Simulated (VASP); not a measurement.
# Mo (P6/mmm) in VASP: a series of runs

The runs below take Mo through single point, with r2SCAN.

Program: VASP 6.6.1. These are calculated values, not measurements. Logs are shortened: lines on timing, memory, paths and dates and some standing lists are left out, and cuts for length are marked.

### 1 The cell of the first run

It takes space group P6/mmm (No. 191, hexagonal). Conventional cell: a = 2.758 Å, b = 2.758 Å, c = 2.511 Å, α = 90.00°, β = 90.00°, γ = 120.00°. Mo (site symmetry 6/mmm) has 8 Mo at 2.51 to 2.76 Å within 3.3 Å.

### 2 Single point, r2SCAN

File POSCAR:

```
Mo
1.0
    2.7579292850      0.0000000000      0.0000000000
   -1.3789646425      2.3884368226      0.0000000000
    0.0000000000      0.0000000000      2.5112905962
Mo
1
Direct
    0.0000000000      0.0000000000      0.5000000000
```

File INCAR.step1:

```
SYSTEM = Mo
ALGO = Normal ; EDIFF = 1E-4
ENCUT = 520 ; GGA = PE
ISMEAR = 1 ; LASPH = .True.
LCHARG = .False. ; LREAL = .False.
LWAVE = .True. ; NBANDS = 13
NELM = 80 ; PREC = Accurate
SIGMA = 0.1
```

File INCAR.step2:

```
SYSTEM = Mo
ALGO = Normal ; EDIFF = 1E-7
ENCUT = 520 ; ISIF = 2
ISMEAR = 1 ; ISTART = 1
LASPH = .True. ; LCHARG = .False.
LMIXTAU = .True. ; LREAL = .False.
LWAVE = .False. ; METAGGA = R2SCAN
NBANDS = 13 ; NELM = 80
PREC = Accurate ; SIGMA = 0.1
```

File KPOINTS:

```
k-points
0
Gamma
  11 11 10
  0 0 0
```

Potentials or basis: VASP PAW PBE potentials, release 64 (Mo_sv).

Started as:

```
> cat potpaw_PBE.64/Mo_sv/POTCAR > POTCAR
> cp INCAR.step1 INCAR
> mpirun -np 1 vasp_std > vasp.out
> cp INCAR.step2 INCAR
> mpirun -np 1 vasp_std > vasp.out
```

OUTCAR:

```text
SYSTEM = Mo
   EDIFF = 1E-7
   ENCUT = 520
   ISIF = 2
   ISMEAR = 1
   ISTART = 1
   LASPH = .True.
   LREAL = .False.
   METAGGA = R2SCAN
   NELM = 80
   PREC = Accurate

 ion  position               nearest neighbor table
   1  0.000  0.000  0.500-

  LATTYP: Found a hexagonal cell.
 ALAT       =     2.7579292850
 C/A-ratio  =     0.9105710614

  Lattice vectors:

 A1 = (   2.7579292850,   0.0000000000,   0.0000000000)
 A2 = (  -1.3789646425,   2.3884368226,   0.0000000000)
 A3 = (   0.0000000000,   0.0000000000,   2.5112905962)

Analysis of symmetry for initial positions (statically):
=====================================================================
 Subroutine PRICEL returns:
 Original cell was already a primitive cell.

 Routine SETGRP: Setting up the symmetry group for a
 hexagonal supercell.

 Subroutine GETGRP returns: Found 24 space group operations
 (whereof 24 operations were pure point group operations)
 out of a pool of 24 trial point group operations.

The static configuration has the point symmetry D_6h.

Analysis of symmetry for dynamics (positions and initial velocities):
=====================================================================
 Subroutine PRICEL returns:
 Original cell was already a primitive cell.

 Routine SETGRP: Setting up the symmetry group for a
 hexagonal supercell.

 Subroutine GETGRP returns: Found 24 space group operations
 (whereof 24 operations were pure point group operations)
 out of a pool of 24 trial point group operations.

The dynamic configuration has the point symmetry D_6h.

 Subroutine INISYM returns: Found 24 space group operations
 (whereof 24 operations are pure point group operations),
 and found     1 'primitive' translations

----------------------------------------------------------------------------------------

                                     Primitive cell

  volume of cell :      16.5422

  direct lattice vectors                    reciprocal lattice vectors
     2.757929285  0.000000000  0.000000000     0.362590878  0.209341941  0.000000000
    -1.378964642  2.388436823  0.000000000     0.000000000  0.418683882  0.000000000
     0.000000000  0.000000000  2.511290596     0.000000000  0.000000000  0.398201626

  length of vectors
     2.757929285  2.757929285  2.511290596     0.418683882  0.418683882  0.398201626

  position of ions in fractional coordinates (direct lattice)
     0.000000000  0.000000000  0.500000000

  ion indices of the primitive-cell ions
   primitive index   ion index
                 1           1

----------------------------------------------------------------------------------------

 KPOINTS: k-points

Automatic generation of k-mesh.
 Grid dimensions read from file:
 generate k-points for:   11   11   10

 Generating k-lattice:

  Cartesian coordinates                     Fractional coordinates (reciprocal lattice)
     0.032962807  0.019031086  0.000000000     0.090909091  0.000000000  0.000000000
     0.000000000  0.038062171  0.000000000     0.000000000  0.090909091  0.000000000
     0.000000000  0.000000000  0.039820163     0.000000000  0.000000000  0.100000000

  Length of vectors
     0.038062171  0.038062171  0.039820163

  Shift w.r.t. Gamma in fractional coordinates (k-lattice)
     0.000000000  0.000000000  0.000000000

 Subroutine IBZKPT returns following result:
 ===========================================

 Found     96 irreducible k-points:

 Following reciprocal coordinates:
            Coordinates               Weight
  0.000000  0.000000  0.000000      1.000000
  0.090909  0.000000  0.000000      6.000000
  0.181818  0.000000  0.000000      6.000000
  0.272727  0.000000  0.000000      6.000000
  0.363636  0.000000  0.000000      6.000000
  0.454545  0.000000  0.000000      6.000000
[... 16 lines left out ...]
  0.090909  0.090909  0.100000     12.000000
  0.181818  0.090909  0.100000     24.000000
 [... further k-points ...]
   k-points           NKPTS =     96   k-points in BZ     NKDIM =     96   number of bands    NBANDS=     13
   number of dos      NEDOS =    301   number of ions     NIONS =      1
   total plane-waves  NPLWV =  11520
   dimension x,y,z NGX =    24 NGY =   24 NGZ =   20
   dimension x,y,z NGXF=    48 NGYF=   48 NGZF=   40
   ions per type =               1
   NGX,Y,Z   is equivalent  to a cutoff of  14.47, 14.47, 13.24 a.u.
   NGXF,Y,Z  is equivalent  to a cutoff of  28.93, 28.93, 26.48 a.u.
 SYSTEM =  Mo
   PREC   = accura    normal or accurate (medium, high low for compatibility)
   ISTART =      1    job   : 0-new  1-cont  2-samecut
   ICHARG =      0    charge: 1-file 2-atom 10-const
   ISPIN  =      1    spin polarized calculation?
   LNONCOLLINEAR =      F non collinear calculations
   LSORBIT =      F    spin-orbit coupling
   LASPH  =      T    aspherical Exc in radial PAW
   ENCUT  =  520.0 eV  38.22 Ry    6.18 a.u.   5.13  5.13  4.67*2*pi/ulx,y,z
   NELM   =     80;   NELMIN=  2; NELMDL=  0     # of ELM steps
   EDIFF  = 0.1E-06   stopping-criterion for ELM
   LREAL  =      F    real-space projection
   EDIFFG = 0.1E-05   stopping-criterion for IOM
   NSW    =      0    number of steps for IOM
   IBRION =     -1    ionic relax: 0-MD 1-quasi-New 2-CG
   NFREE  =      0    steps in history (QN), initial steepest desc. (CG)
   ISIF   =      2    stress and relaxation
   ISYM   =      2    0-nonsym 1-usesym 2-fastsym
   POTIM  = 0.5000    time-step for ionic-motion
   TEBEG  =    0.0;   TEEND  =   0.0 temperature during run
   PSTRESS=    0.0 pullay stress
   NELECT =      14.0000    total number of electrons
   NUPDOWN=      -1.0000    fix difference up-down
   EMIN   =  10.00;   EMAX   =-10.00  energy-range for DOS
   EFERMI =   0.00;   METHOD = LEGACY
   ISMEAR =     1;   SIGMA  =   0.10  broadening in eV -4-tet -1-fermi 0-gaus
   EFERMI_NEDOS =   21; number of points for ismear=-14 and -15
   IALGO  =     38    algorithm
   IMIX   =      4    mixing-type and parameters
     AMIX     =   0.40;   BMIX     =  1.00
     AMIX_MAG =   1.60;   BMIX_MAG =  1.00
  volume/ion in A,a.u.               =      16.54       111.63
  Fermi-wavevector in a.u.,A,eV,Ry     =   1.548530  2.926297 32.626015  2.397944
  Thomas-Fermi vector in A             =   2.653467
   LORBIT       =      0    0 simple, 1 ext, 2 COOP (PROOUT), +10 PAW based schemes
   METAGGA = R2SCAN    functional components
   LHFCALC =     F    Hartree Fock is set to
   AEXX    =    0.0000 exact exchange contribution
   IVDW    =     0    specifies the selected vdW correction
   LEPSILON=     F    determine dielectric tensor
   LRPA    =     F    only Hartree local field effects (RPA)
 non-spin polarized calculation
 Methfessel and Paxton  Order N= 1 SIGMA  =   0.10
  energy-cutoff  :      520.00
  volume of cell :       16.54
 maximum number of plane-waves:       458
 NGX is ok and might be reduce to    24
   NGX = 11   NGY = 11   NGZ =  9

 number of electron      14.0000000 magnetization

 Free energy of the ion-electron system (eV)
  ---------------------------------------------------
  ext. energy  EPLUGINS =         0.00000000
  ---------------------------------------------------
  free energy    TOTEN  =       -25.17006724 eV

  energy without entropy =      -25.17073821  energy(sigma->0) =      -25.17029090

 E-fermi :  11.6198     XC(G=0): -14.1488

 val. band max:       11.6140767028   @ k =   0.2727   0.0909   0.3000
 cond. band min:      11.6595763482   @ k =   0.0000   0.0000   0.5000
 fundamental gap:      0.0454996454
 Fermi energy:        11.6198185909

 k-point     1 :       0.0000    0.0000    0.0000
  band No.  band energies     occupation
      1     -51.4427      2.00000
      2     -23.9837      2.00000
      3     -23.9837      2.00000
      4     -23.7380      2.00000
      5       4.3863      2.00000
      6       6.8231      2.00000
      7      10.5838      2.00000
      8      10.5838      2.00000
      9      16.0501      0.00000
     10      16.0501      0.00000
     11      24.8952      0.00000
     12      29.0351      0.00000
     13      33.0463      0.00000

 k-point     2 :       0.0909    0.0000    0.0000
  band No.  band energies     occupation
      1     -51.4250      2.00000
      2     -24.1007      2.00000
      3     -24.0097      2.00000
      4     -23.7265      2.00000
      5       4.7180      2.00000
      6       6.9548      2.00000
      7      10.2608      2.00000
      8      10.8857      2.00000
      9      15.7355      0.00000
     10      15.9969      0.00000
     11      25.6302      0.00000
     12      29.6632      0.00000
     13      31.4613      0.00000

 k-point     3 :       0.1818    0.0000    0.0000
  band No.  band energies     occupation
      1     -51.3771      2.00000
      2     -24.4079      2.00000
      3     -24.0788      2.00000
      4     -23.6955      2.00000
      5       5.5638      2.00000
      6       7.3043      2.00000
      7       9.6510      2.00000
      8      11.7571     -0.06541
      9      14.9869      0.00000
     10      15.8570      0.00000
     11      26.9917      0.00000
     12      29.3837      0.00000
     13      30.7804      0.00000
[... 305 lines left out ...]
 k-point    23 :       0.0909    0.0909    0.1000
  band No.  band energies     occupation
      1     -51.3634      2.00000
      2     -24.2846      2.00000
      3     -24.0455      2.00000
      4     -23.9187      2.00000
      5       5.6365      2.00000
      6       7.6446      2.00000
      7       9.8287      2.00000
      8      11.5869      1.52481
      9      14.7315      0.00000
     10      15.3717      0.00000
     11      26.9344      0.00000
     12      28.6944      0.00000
     13      30.8974      0.00000

 k-point    24 :       0.1818    0.0909    0.1000
  band No.  band energies     occupation
      1     -51.3080      2.00000
      2     -24.6116      2.00000
      3     -24.1425      2.00000
      4     -23.8796      2.00000
      5       6.5715      2.00000
      6       8.0129      2.00000
      7       9.3046      2.00000
      8      12.7032     -0.00000
      9      14.1144      0.00000
     10      15.1327      0.00000
     11      27.1540      0.00000
     12      28.5596      0.00000
     13      30.4314      0.00000

 [... further k-points ...]

------------------------ aborting loop because EDIFF is reached ----------------------------------------

  FORCE on cell =-STRESS in cart. coord.  units (eV):
  Direction    XX          YY          ZZ          XY          YZ          ZX
  --------------------------------------------------------------------------------------
  -------------------------------------------------------------------------------------
  Total        0.0978667      0.0978667      0.1326528      0.0000000      0.0000000      0.0000000
  in kB        9.4787656      9.4787656     12.8479335      0.0000000      0.0000000      0.0000000
  external PRESSURE =      10.6018216 kB  Pullay stress =       0.0000000 kB

 VOLUME and BASIS-vectors are now :
 -----------------------------------------------------------------------------
  energy-cutoff  :      520.00
  volume of cell :       16.54
      direct lattice vectors                 reciprocal lattice vectors
     2.757929285  0.000000000  0.000000000     0.362590878  0.209341941  0.000000000
    -1.378964642  2.388436823  0.000000000     0.000000000  0.418683882  0.000000000
     0.000000000  0.000000000  2.511290596     0.000000000  0.000000000  0.398201626

 POSITION                                       TOTAL-FORCE (eV/Angst)
 -----------------------------------------------------------------------------------
      0.00000      0.00000      1.25565         0.000000      0.000000      0.000000
 -----------------------------------------------------------------------------------
    total drift:                               -0.000000     -0.000000     -0.000000

  FREE ENERGIE OF THE ION-ELECTRON SYSTEM (eV)
  ---------------------------------------------------
  free  energy   TOTEN  =       -25.1700672426 eV

  energy  without entropy=      -25.1707382066  energy(sigma->0) =      -25.17029090
```

It took 25 s on 1 thread of Intel Xeon 6975P-C (Granite Rapids), shared host; peak memory 0.15 GiB.

What came out:

```yaml
Free_energy: -25.1701 eV
Pressure: 1.1 GPa
Band_gap_on_the_k_mesh: zero (band 7 reaches 12.33 eV, above the bottom of band 8 at 10.58 eV)
```

Caveat: the PAW data sets were made with another functional, which shifts forces and pressure a little.

### 3 Single point, r2SCAN

File POSCAR:

```
Mo
1.0
    2.7355100000      0.0000000000      0.0000000000
   -1.3677550000      2.3690211523      0.0000000000
    0.0000000000      0.0000000000      2.5551810000
Mo
1
Direct
    0.0000000000      0.0000000000      0.5000000000
```

File INCAR.step1:

```
PREC = Accurate ; ENCUT = 520
ISMEAR = 1 ; SIGMA = 0.1
LREAL = False ; LASPH = True
NELM = 60 ; NBANDS = 13
GGA = PE ; ALGO = Normal
EDIFF = 1E-4 ; LWAVE = True
LCHARG = False
```

File INCAR.step2:

```
PREC = Accurate ; ENCUT = 520
EDIFF = 1E-7 ; ISMEAR = 1
SIGMA = 0.1 ; LREAL = False
LASPH = True ; NELM = 60
ALGO = Normal ; ISIF = 2
LWAVE = False ; LCHARG = False
METAGGA = R2SCAN ; LMIXTAU = True
NBANDS = 13 ; ISTART = 1
```

File KPOINTS:

```
Automatic mesh
0
Gamma
  11 11 10
```

Potentials or basis: VASP PAW PBE potentials, release 64 (Mo_sv).

Started as:

```
> cat potpaw_PBE.64/Mo_sv/POTCAR > POTCAR
> cp INCAR.step1 INCAR
> mpirun -np 1 vasp_std > vasp.out
> cp INCAR.step2 INCAR
> mpirun -np 1 vasp_std > vasp.out
```

Wall time 30 s (1 thread of Intel Xeon 6975P-C (Granite Rapids), shared host); peak memory 0.13 GiB.

It converged, with:

| Property | Result |
| --- | --- |
| Free energy | -25.1599 eV |
| Pressure | 1.0 GPa |
| Band gap on the k mesh | zero (band 7 reaches 12.50 eV, above the bottom of band 8 at 10.61 eV) |

Stress tensor (GPa, compression positive):
```
 4.37  0.00  0.00
 0.00  4.37  0.00
 0.00  0.00 -5.84
```

Levels at points of the mesh, in eV from the Fermi level:
```csv
k point,band 5,band 6,band 7,band 8,band 9,band 10
"(0.00, 0.00, 0.00)",-7.29,-4.80,-1.06,-1.06,4.28,4.28
"(0.00, 0.00, 0.50)",-4.07,-0.23,-0.21,-0.21,0.88,0.88
```

Caveat: the PAW data sets were made with another functional, which shifts forces and pressure a little.
